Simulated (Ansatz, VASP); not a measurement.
## BiTe in VASP and in Ansatz

File INCAR:

```
SYSTEM = BiTe
PREC = Accurate
ENCUT = 520
EDIFF = 1E-8
ISMEAR = -1
SIGMA = 0.08
LREAL = .FALSE.
LASPH = .TRUE.
NELM = 100
ALGO = Normal
ISIF = 2
LWAVE = .FALSE.
LCHARG = .FALSE.
LEFG = .TRUE.
NBANDS = 18
```

Contents of KPOINTS:

```
regular mesh
0
G
  10 10 10
  0 0 0
```

The input POSCAR:

```
BiTe
1.0
   -0.0647000000      3.2026500000      3.2026500000
    3.2026500000     -0.0647000000      3.2026500000
    3.2026500000      3.2026500000     -0.0647000000
Bi Te
1 1
Direct
    0.0000000000      0.0000000000      0.0000000000
    0.5000000000      0.5000000000      0.5000000000
```

Input for Ansatz:

```yaml
crystal:
  lattice:
    - [-0.0647, 3.20265, 3.20265]
    - [3.20265, -0.0647, 3.20265]
    - [3.20265, 3.20265, -0.0647]
  atoms:
    - { symbol: Bi, position: [0.0, 0.0, 0.0] }
    - { symbol: Te, position: [0.5, 0.5, 0.5] }
kpoints:
  mp_grid: { grid: [10, 10, 10] }
scf:
  occupations: { method: fermi_dirac, width: 0.08 }
hamiltonian:
  xc: lda
  pseudopotentials: { kind: all_electron, datasets: crystal }
output:
  forces: true
  stress: true
  eigenvalues: true
  efg: { contact_densities: true }
```

Change from the starting cell: equal xy, yz and zx shear strains of -2 %, crystal datasets.

Alike in both runs: task electric field gradients; functional LDA; k mesh 10 × 10 × 10; occupations fermi-dirac, width 0.08 eV; no spin polarisation.

```csv
,VASP,Ansatz
version,VASP 6.6.1,Ansatz 0.2.0
potentials or method,"VASP PAW LDA potentials, release 64 (Bi_d, Te), cutoff 520 eV","all-electron PAW with datasets made for the crystal, scalar-relativistic"
```

Ansatz gave:

| Item | Value |
| --- | --- |
| pressure (GPa) | -2.8 |
| size of Vzz on the site where it differs most (V/Å²) | 38.0 |

Task: What did VASP give for the same quantities?

Result: Pressure (GPa): -2.8; size of Vzz on the site where it differs most (V/Å²): 36.9.

LDA's correlation is that of Perdew and Zunger in VASP and of Perdew and Wang (1992) in Ansatz. Ansatz ran all-electron here, and VASP with PAW potentials.

Neither program's run includes spin-orbit coupling.
